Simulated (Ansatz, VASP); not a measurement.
Two plane-wave programs on SbMo

Contents of INCAR:

```
  ALGO = Normal
  EDIFF = 1E-6
  ENCUT = 520
  GGA = CA
  ISIF = 2
  ISMEAR = -1
  LASPH = T
  LCHARG = F
  LREAL = F
  LWAVE = F
  NBANDS = 16
  NELM = 80
  PREC = Accurate
  SIGMA = 0.08
```

The input KPOINTS:

```
k-points
0
Gamma
  13 13 13
```

POSCAR

```
SbMo
1.0
    2.7519833793      0.0000000000      0.0000000000
    0.0000000000      2.7519833793      0.0000000000
    0.0000000000      0.0000000000      2.7519833793
Mo Sb
1 1
Direct
    0.0000000000      0.0000000000      0.0000000000
    0.5000000000      0.5000000000      0.5000000000
```

Input for Ansatz:

```yaml
crystal:
  lattice:
    - [2.7519833793, 0.0, 0.0]
    - [0.0, 2.7519833793, 0.0]
    - [0.0, 0.0, 2.7519833793]
  atoms:
    - { symbol: Mo, position: [0.0, 0.0, 0.0] }
    - { symbol: Sb, position: [0.5, 0.5, 0.5] }
kpoints:
  mp_grid: { grid: [13, 13, 13] }
  band_path:
    path:
      - [0.0, 0.0, 0.0]
      - [0.0, 0.5, 0.0]
      - [0.5, 0.5, 0.0]
      - [0.0, 0.0, 0.0]
      - [0.5, 0.5, 0.5]
      - [0.0, 0.5, 0.0]
      - [0.5, 0.5, 0.5]
      - [0.5, 0.5, 0.0]
    npoints: 8
scf:
  occupations: { method: fermi_dirac, width: 0.08 }
hamiltonian:
  xc: lda
  pseudopotentials: { kind: paw }
output:
  forces: true
  stress: true
  eigenvalues: true
  populations: true
  dos: { projected: true, de: 0.2, e_range: [-14, 8] }
  write_density: true
  write_potential: true
  elf: true
  volumetric_format: npy
```

Change from the starting cell: volume scaled by 0.6, PAW files.

Alike in both runs: task single point; functional LDA; k mesh 13 × 13 × 13; occupations fermi-dirac, width 0.08 eV; no spin polarisation.

```csv
,VASP,Ansatz
version,VASP 6.6.1,Ansatz 0.2.0
potentials or method,"VASP PAW LDA potentials, release 64 (Mo_sv, Sb)","PAW with Ansatz's default frozen-core files, scalar-relativistic"
plane-wave cutoff (eV),520,420
valence electrons in the cell,19,29
```

|  | VASP | Ansatz | Ansatz less VASP |
| --- | --- | --- | --- |
| pressure (GPa) | 307.1 | 303.6 | -3.55 |

LDA's correlation is that of Perdew and Zunger in VASP and of Perdew and Wang (1992) in Ansatz. Both programs put the cell under a high pressure, so it lies far from rest at this level. VASP's potentials hold 19 valence electrons a cell and Ansatz's 29, so a difference there can come from the potentials and not from the codes.

Neither program's run includes spin-orbit coupling. Noted on VASP's run: the cell as given lies far from equilibrium.
